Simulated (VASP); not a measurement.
# I (Fmmm) in VASP: a series of runs

I is run at these levels: RPBE; tasks: single point.

Program: VASP 6.6.1. These are calculated values, not measurements. Logs are shortened: lines on timing, memory, paths and dates and some standing lists are left out, and cuts for length are marked.

### 1 The cell of the first run

Symmetry: Fmmm, No. 69, orthorhombic system. Conventional cell: a = 4.384 Å, b = 4.731 Å, c = 7.820 Å, α = 90.00°, β = 90.00°, γ = 90.00°. I (site symmetry mmm) has 4 I at 3.23 Å within 4.2 Å.

### 2 Single point, RPBE

The input, INCAR:

```
PREC = Accurate
ENCUT = 500
EDIFF = 1E-6
ISMEAR = 0
SIGMA = 0.15
LREAL = False
LASPH = True
NELM = 120
ALGO = Normal
ISIF = 2
LWAVE = False
LCHARG = False
GGA = RP
NBANDS = 10
GGA_COMPAT = False
```

The input, KPOINTS:

```
Automatic mesh
0
Gamma
  3 3 3
```

The input, POSCAR:

```
I
1.0
    0.0000000000      2.3656004400      3.9098401300
    2.1922454700      0.0000000000      3.9098401300
    2.1922454700      2.3656004400      0.0000000000
I
1
Direct
    0.0000000000      0.0000000000      0.0000000000
```

Potentials or basis: VASP PAW PBE potentials, release 64 (I).

Command:

```sh
cat potpaw_PBE.64/I/POTCAR > POTCAR
mpirun -np 1 vasp_std > vasp.out
```

OUTCAR:

```text
PREC = Accurate
   ENCUT = 500
   EDIFF = 1E-6
   ISMEAR = 0
   LREAL = False
   LASPH = True
   NELM = 120
   ISIF = 2
   GGA = RP

 ion  position               nearest neighbor table
   1  0.000  0.000  0.000-

  LATTYP: Found a face centered orthorhombic cell.
 ALAT       =     4.3844909400
 B/A-ratio  =     1.0790764412
 C/A-ratio  =     1.7834864679

  Lattice vectors:

 A1 = (   0.0000000000,   2.3656004400,   3.9098401300)
 A2 = (   2.1922454700,   0.0000000000,   3.9098401300)
 A3 = (   2.1922454700,   2.3656004400,   0.0000000000)

Analysis of symmetry for initial positions (statically):
=====================================================================
 Subroutine PRICEL returns:
 Original cell was already a primitive cell.

 Routine SETGRP: Setting up the symmetry group for a
 face centered orthorhombic supercell.

 Subroutine GETGRP returns: Found  8 space group operations
 (whereof  8 operations were pure point group operations)
 out of a pool of  8 trial point group operations.

The static configuration has the point symmetry D_2h.

Analysis of symmetry for dynamics (positions and initial velocities):
=====================================================================
 Subroutine PRICEL returns:
 Original cell was already a primitive cell.

 Routine SETGRP: Setting up the symmetry group for a
 face centered orthorhombic supercell.

 Subroutine GETGRP returns: Found  8 space group operations
 (whereof  8 operations were pure point group operations)
 out of a pool of  8 trial point group operations.

The dynamic configuration has the point symmetry D_2h.

 Subroutine INISYM returns: Found  8 space group operations
 (whereof  8 operations are pure point group operations),
 and found     1 'primitive' translations

----------------------------------------------------------------------------------------

                                     Primitive cell

  volume of cell :      40.5527

  direct lattice vectors                    reciprocal lattice vectors
     0.000000000  2.365600440  3.909840130    -0.228076649  0.211362828  0.127882467
     2.192245470  0.000000000  3.909840130     0.228076649 -0.211362828  0.127882467
     2.192245470  2.365600440  0.000000000     0.228076649  0.211362828 -0.127882467

  length of vectors
     4.569782849  4.482498192  3.225214046     0.336224818  0.336224818  0.336224818

  position of ions in fractional coordinates (direct lattice)
     0.000000000  0.000000000  0.000000000

  ion indices of the primitive-cell ions
   primitive index   ion index
                 1           1

----------------------------------------------------------------------------------------

 KPOINTS: Automatic mesh

Automatic generation of k-mesh.
 Grid dimensions read from file:
 generate k-points for:    3    3    3

 Generating k-lattice:

  Cartesian coordinates                     Fractional coordinates (reciprocal lattice)
    -0.076025550  0.070454276  0.042627489     0.333333333  0.000000000  0.000000000
     0.076025550 -0.070454276  0.042627489     0.000000000  0.333333333  0.000000000
     0.076025550  0.070454276 -0.042627489     0.000000000  0.000000000  0.333333333

  Length of vectors
     0.112074939  0.112074939  0.112074939

  Shift w.r.t. Gamma in fractional coordinates (k-lattice)
     0.000000000  0.000000000  0.000000000

 Subroutine IBZKPT returns following result:
 ===========================================

 Found      8 irreducible k-points:

 Following reciprocal coordinates:
            Coordinates               Weight
  0.000000  0.000000  0.000000      1.000000
  0.333333 -0.000000 -0.000000      8.000000
  0.333333  0.333333  0.000000      2.000000
 -0.333333  0.333333  0.000000      4.000000
  0.333333  0.000000  0.333333      2.000000
 -0.333333 -0.000000  0.333333      4.000000
  0.000000  0.333333  0.333333      2.000000
 -0.333333  0.333333  0.333333      4.000000
   k-points           NKPTS =      8   k-points in BZ     NKDIM =      8   number of bands    NBANDS=     10
   number of dos      NEDOS =    301   number of ions     NIONS =      1
   total plane-waves  NPLWV =  31104
   dimension x,y,z NGX =    36 NGY =   36 NGZ =   24
   dimension x,y,z NGXF=    72 NGYF=   72 NGZF=   48
   ions per type =               1
   NGX,Y,Z   is equivalent  to a cutoff of  13.10, 13.35, 12.37 a.u.
   NGXF,Y,Z  is equivalent  to a cutoff of  26.19, 26.70, 24.74 a.u.
 SYSTEM =  unknown system
   PREC   = accura    normal or accurate (medium, high low for compatibility)
   ISTART =      0    job   : 0-new  1-cont  2-samecut
   ICHARG =      2    charge: 1-file 2-atom 10-const
   ISPIN  =      1    spin polarized calculation?
   LNONCOLLINEAR =      F non collinear calculations
   LSORBIT =      F    spin-orbit coupling
   LASPH  =      T    aspherical Exc in radial PAW
   ENCUT  =  500.0 eV  36.75 Ry    6.06 a.u.   8.33  8.17  5.88*2*pi/ulx,y,z
   NELM   =    120;   NELMIN=  2; NELMDL= -5     # of ELM steps
   EDIFF  = 0.1E-05   stopping-criterion for ELM
   LREAL  =      F    real-space projection
   EDIFFG = 0.1E-04   stopping-criterion for IOM
   NSW    =      0    number of steps for IOM
   IBRION =     -1    ionic relax: 0-MD 1-quasi-New 2-CG
   NFREE  =      0    steps in history (QN), initial steepest desc. (CG)
   ISIF   =      2    stress and relaxation
   ISYM   =      2    0-nonsym 1-usesym 2-fastsym
   POTIM  = 0.5000    time-step for ionic-motion
   TEBEG  =    0.0;   TEEND  =   0.0 temperature during run
   PSTRESS=    0.0 pullay stress
   NELECT =       7.0000    total number of electrons
   NUPDOWN=      -1.0000    fix difference up-down
   EMIN   =  10.00;   EMAX   =-10.00  energy-range for DOS
   EFERMI =   0.00;   METHOD = LEGACY
   ISMEAR =     0;   SIGMA  =   0.15  broadening in eV -4-tet -1-fermi 0-gaus
   EFERMI_NEDOS =   21; number of points for ismear=-14 and -15
   IALGO  =     38    algorithm
   IMIX   =      4    mixing-type and parameters
     AMIX     =   0.40;   BMIX     =  1.00
     AMIX_MAG =   1.60;   BMIX_MAG =  1.00
  volume/ion in A,a.u.               =      40.55       273.66
  Fermi-wavevector in a.u.,A,eV,Ry     =   0.911523  1.722529 11.304731  0.830874
  Thomas-Fermi vector in A             =   2.035812
   LORBIT       =      0    0 simple, 1 ext, 2 COOP (PROOUT), +10 PAW based schemes
   GGA     = RP    functional components
   LHFCALC =     F    Hartree Fock is set to
   AEXX    =    0.0000 exact exchange contribution
   IVDW    =     0    specifies the selected vdW correction
   LEPSILON=     F    determine dielectric tensor
   LRPA    =     F    only Hartree local field effects (RPA)
 non-spin polarized calculation
 Gauss-broadening in eV      SIGMA  =   0.15
  energy-cutoff  :      500.00
  volume of cell :       40.55
 maximum number of plane-waves:      1042
 NGX is ok and might be reduce to    36
   NGX = 17   NGY = 17   NGZ = 11

 number of electron       7.0000000 magnetization

 Free energy of the ion-electron system (eV)
  ---------------------------------------------------
  ext. energy  EPLUGINS =         0.00000000
  ---------------------------------------------------
  free energy    TOTEN  =        -1.41799016 eV

  energy without entropy =       -1.40917274  energy(sigma->0) =       -1.41358145

 E-fermi :   4.5430     XC(G=0):  -8.0381

 val. band max:        4.4880914077   @ k =   0.3333   0.3333   0.0000
 cond. band min:       4.6375052445   @ k =   0.0000   0.0000   0.0000
 fundamental gap:      0.1494138369
 Fermi energy:         4.5429524073

 k-point     1 :       0.0000    0.0000    0.0000
  band No.  band energies     occupation
      1     -10.2553      2.00000
      2       1.6302      2.00000
      3       4.3929      1.84296
      4       4.6375      0.37269
      5       8.4005      0.00000
      6      11.0645      0.00000
      7      11.8955      0.00000
      8      15.7832      0.00000
      9      16.0973      0.00000
     10      16.2383      0.00000

 k-point     2 :       0.3333   -0.0000   -0.0000
  band No.  band energies     occupation
      1      -9.2626      2.00000
      2      -0.3629      2.00000
      3       1.7741      2.00000
      4       5.0892      0.00000
      5       9.2721      0.00000
      6      12.1324      0.00000
      7      12.3262      0.00000
      8      15.7448      0.00000
      9      17.2663      0.00000
     10      17.8450      0.00000

 k-point     3 :       0.3333    0.3333    0.0000
  band No.  band energies     occupation
      1     -10.0760      2.00000
      2      -0.0029      2.00000
      3       4.2268      1.99712
      4       4.4881      1.39501
      5      10.6769      0.00000
      6      11.1862      0.00000
      7      12.4087      0.00000
      8      17.5230      0.00000
      9      17.7425      0.00000
     10      18.4404      0.00000

 k-point     4 :      -0.3333    0.3333    0.0000
  band No.  band energies     occupation
      1      -9.1383      2.00000
      2      -0.4537      2.00000
      3       0.7495      2.00000
      4       4.9942      0.00002
      5      11.0853      0.00000
      6      11.9279      0.00000
      7      14.2402      0.00000
      8      16.0259      0.00000
      9      17.9309      0.00000
     10      18.3172      0.00000

 k-point     5 :       0.3333    0.0000    0.3333
  band No.  band energies     occupation
      1      -8.4191      2.00000
      2       0.4221      2.00000
      3       0.8470      2.00000
      4       2.7321      2.00000
      5       9.2868      0.00000
      6      10.9969      0.00000
      7      11.6947      0.00000
      8      12.0403      0.00000
      9      17.7814      0.00000
     10      18.8757      0.00000

 k-point     6 :      -0.3333   -0.0000    0.3333
  band No.  band energies     occupation
      1      -8.2486      2.00000
      2       0.1130      2.00000
      3       0.4594      2.00000
      4       2.1632      2.00000
      5      10.1947      0.00000
      6      10.6970      0.00000
      7      12.3063      0.00000
      8      15.6842      0.00000
      9      17.9909      0.00000
     10      18.0324      0.00000

 k-point     7 :       0.0000    0.3333    0.3333
  band No.  band energies     occupation
      1      -8.3139      2.00000
      2       0.3373      2.00000
      3       0.4595      2.00000
      4       2.6131      2.00000
      5       9.9987      0.00000
      6      10.2704      0.00000
      7      11.7742      0.00000
      8      12.2487      0.00000
      9      19.0654      0.00000
     10      19.9535      0.00000

 k-point     8 :      -0.3333    0.3333    0.3333
  band No.  band energies     occupation
      1      -8.3196      2.00000
      2       0.4665      2.00000
      3       0.6295      2.00000
      4       1.9684      2.00000
      5       9.4726      0.00000
      6      10.6859      0.00000
      7      13.0045      0.00000
      8      15.0889      0.00000
      9      17.8185      0.00000
     10      18.5787      0.00000

------------------------ aborting loop because EDIFF is reached ----------------------------------------

  FORCE on cell =-STRESS in cart. coord.  units (eV):
  Direction    XX          YY          ZZ          XY          YZ          ZX
  --------------------------------------------------------------------------------------
  -------------------------------------------------------------------------------------
  Total        0.1789367     -0.3613005      0.6330381     -0.0000000      0.0000000      0.0000000
  in kB        7.0695297    -14.2744567     25.0104114     -0.0000000      0.0000000      0.0000000
  external PRESSURE =       5.9351615 kB  Pullay stress =       0.0000000 kB

 VOLUME and BASIS-vectors are now :
 -----------------------------------------------------------------------------
  energy-cutoff  :      500.00
  volume of cell :       40.55
      direct lattice vectors                 reciprocal lattice vectors
     0.000000000  2.365600440  3.909840130    -0.228076649  0.211362828  0.127882467
     2.192245470  0.000000000  3.909840130     0.228076649 -0.211362828  0.127882467
     2.192245470  2.365600440  0.000000000     0.228076649  0.211362828 -0.127882467

 POSITION                                       TOTAL-FORCE (eV/Angst)
 -----------------------------------------------------------------------------------
      0.00000      0.00000      0.00000         0.000000      0.000000     -0.000000
 -----------------------------------------------------------------------------------
    total drift:                                0.000000      0.000000      0.000000

  FREE ENERGIE OF THE ION-ELECTRON SYSTEM (eV)
  ---------------------------------------------------
  free  energy   TOTEN  =        -1.4179901607 eV

  energy  without entropy=       -1.4091727375  energy(sigma->0) =       -1.41358145
```

It took 3.7 s on 1 thread of Intel Xeon Platinum 8559C (Emerald Rapids), shared host; peak memory 0.16 GiB.

Results:

```yaml
Free_energy: -1.4180 eV
Pressure: 0.6 GPa
```

Stress tensor (GPa, compression positive):
```
 0.71  0.00  0.00
 0.00 -1.43  0.00
 0.00  0.00  2.50
```

Caveat: the k points lie up to 0.70 Å⁻¹ apart; the PAW data sets were made with another functional, which shifts forces and pressure a little; spin-orbit coupling is left out, which moves the levels of the heavy elements; an odd number of electrons without spin polarisation forces a metal; a magnetic or distorted state may lie lower.

### 3 Single point, RPBE

The input, INCAR:

```
SYSTEM = I
ALGO     = Normal         ! electronic algorithm
EDIFF    = 1E-6           ! SCF threshold, eV
ENCUT    = 500            ! plane-wave cutoff, eV
GGA      = RP             ! functional
GGA_COMPAT= .FALSE.      
ISIF     = 2              ! what is computed and relaxed
ISMEAR   = 0              ! smearing method
LASPH    = .TRUE.         ! aspherical terms in the spheres
LCHARG   = .FALSE.        ! write CHGCAR
LREAL    = .FALSE.        ! projectors in reciprocal space
LWAVE    = .FALSE.        ! write WAVECAR
NBANDS   = 10             ! bands
NELM     = 120            ! most SCF steps
PREC     = Accurate       ! precision mode
SIGMA    = 0.15           ! smearing width, eV
```

The input, KPOINTS:

```
k-points
0
G
  5 5 5
  0 0 0
```

POSCAR is that of step 2.

Potentials or basis: VASP PAW PBE potentials, release 64 (I).

Command:

```sh
cat potpaw_PBE.64/I/POTCAR > POTCAR
mpirun -np 1 vasp_std > vasp.out
```

It took 7 s on 1 thread of Intel Xeon Platinum 8559C (Emerald Rapids), shared host; peak memory 0.17 GiB.

The run converged. Its results:

| Property | Result |
| --- | --- |
| Free energy | -1.1188 eV |
| Pressure | 1.8 GPa |

Stress tensor (GPa, compression positive):
```
1.09 0.00 0.00
0.00 2.07 0.00
0.00 0.00 2.09
```

Levels at points of the mesh, in eV from the Fermi level:
| k point | band 2 | band 3 | band 4 | band 5 | band 6 | band 7 |
| --- | --- | --- | --- | --- | --- | --- |
| (0.00, 0.00, 0.00) | -1.26 | 1.50 | 1.81 | 5.50 | 8.21 | 9.00 |

Caveat: the k points lie up to 0.42 Å⁻¹ apart; the PAW data sets were made with another functional, which shifts forces and pressure a little; spin-orbit coupling is left out, which moves the levels of the heavy elements; an odd number of electrons without spin polarisation forces a metal; a magnetic or distorted state may lie lower.
